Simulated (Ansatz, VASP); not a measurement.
## Te6Mo3H in VASP and in Ansatz

```
Te Mo H
1.0
     3.43343    0.00000    0.00000
    -1.71672    2.97344    0.00000
     0.00000    0.00000   20.77043
Te Mo H
6 3 1
Direct
  0.00000 0.00000 0.91258
  0.33333 0.66667 0.59178
  0.33333 0.66667 0.23331
  0.33333 0.66667 0.76669
  0.33333 0.66667 0.40822
  0.00000 0.00000 0.08742
  0.00000 0.00000 0.67915
  0.00000 0.00000 0.32085
  0.33333 0.66667 0.00000
  0.86436 0.47385 0.58568
```

Alike in both runs: task single point; functional PBEsol; dispersion D3(BJ); k mesh 9 × 9 × 2; occupations gaussian, width 0.05 eV; no spin polarisation.

|  | VASP | Ansatz |
| --- | --- | --- |
| version | VASP 6.6.1 | Ansatz 0.2.0 |
| potentials or method | VASP PAW PBE potentials, release 64 (Te, Mo_sv, H), cutoff 400 eV | scalar-relativistic, plane waves, PAW |
| valence electrons in the cell | 79 | 139 |

```tsv
	VASP	Ansatz	Ansatz less VASP
gap on the k mesh at the Fermi level (eV)	none	none	-
pressure (GPa)	5.0	5.0	+0.01
traceless stress, the component that is largest in VASP (GPa)	4.27	4.19	-0.081
rms of the force components (eV/Å)	2.070	2.009	-0.0611
```

VASP's potentials were made for PBE, not for PBEsol, and Ansatz warns of the same on its side. Atom by atom the forces differ by 0.064 eV/Å (rms over components). A gap of «none» marks a metal or a gap that the smearing closes. VASP's potentials hold 79 valence electrons a cell and Ansatz's 139, so a difference there can come from the potentials and not from the codes.

Neither program's run includes spin-orbit coupling.
